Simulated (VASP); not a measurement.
## C: relaxation of shape and atoms at fixed volume with r2SCAN

Crystal: C.

```xyz
4
Lattice="1.2146 -2.1028 0.0000 1.2146 2.1028 0.0000 0.0000 0.0000 6.8393" Properties=species:S:1:pos:R:3 pbc="T T T"
C     1.2146    1.7524    5.1293
C     1.2146   -0.3504    1.7100
C     1.2146   -1.7524    1.7100
C     1.2146    0.3504    5.1293
```

```json
{
  "Program": "VASP 6.6.1",
  "Task": "relaxation of shape and atoms at fixed volume",
  "Functional": "r2SCAN",
  "Potentials or basis": "VASP PAW PBE potentials, release 64 (C)",
  "Cutoff": "600 eV",
  "k mesh": "18 × 18 × 6",
  "Occupations": "gaussian, width 0.1 eV",
  "Spin": "no spin polarisation",
  "Dipole correction": "no",
  "Further INCAR settings": "ALGO = Normal; EDIFF = 1e-06; IBRION = 2; EDIFFG = -0.01; NSW = 50; ISIF = 4"
}
```

```
Energy gained by relaxing    : 8.0 meV/atom
Ionic steps                  : 3
Pressure after relaxing      : 1.5 GPa
Largest force after relaxing : 0.004 eV/Å
```

Forces on the atoms (eV/Å):
```
C    0.000 -0.004  0.000
C    0.000 -0.004  0.000
C    0.000  0.004  0.000
C    0.000  0.004  0.000
```

Stress tensor (GPa, compression positive):
```
1.56 0.00 0.00
0.00 1.44 0.00
0.00 0.00 1.50
```

The path:
```csv
step,energy change (eV),largest force (eV/Å),pressure (GPa),volume (Å³)
1,0.0000,0.0010,10.28,34.94
2,-0.0301,0.0050,-0.69,34.94
3,-0.0322,0.0039,1.50,34.94
```

Final structure:
```
C
1.0
     1.22707   -2.12434    0.00000
     1.22707    2.12434    0.00000
     0.00000    0.00000    6.70104
C
4
Direct
  0.08331 0.91669 0.74997
  0.58331 0.41669 0.25003
  0.91669 0.08331 0.25003
  0.41669 0.58331 0.74997
```

Levels at points of the mesh, in eV from the Fermi level:
| k point | band 6 | band 7 | band 8 | band 9 | band 10 | band 11 |
| --- | --- | --- | --- | --- | --- | --- |
| (0.00, 0.00, 0.00) | -3.19 | -3.18 | -3.18 | 4.45 | 8.71 | 8.75 |
| (0.50, 0.00, 0.00) | -6.81 | -2.64 | -2.64 | 2.02 | 2.02 | 7.82 |
| (0.50, 0.50, 0.00) | -6.79 | -3.24 | -1.72 | 1.01 | 2.68 | 7.59 |
| (0.00, 0.00, 0.50) | -3.20 | -3.19 | -3.19 | 7.23 | 7.24 | 8.76 |
| (0.50, 0.00, 0.50) | -6.81 | -2.54 | -2.54 | 1.77 | 1.77 | 7.81 |
| (0.50, 0.50, 0.50) | -6.82 | -2.53 | -2.53 | 1.77 | 1.77 | 7.80 |

It took 34 min on 1 thread of Oxide Virtual Turin-like Processor, on a shared host, peak memory 0.23 GiB.

Caveat: the PAW data sets were made with another functional, which shifts forces and pressure a little.
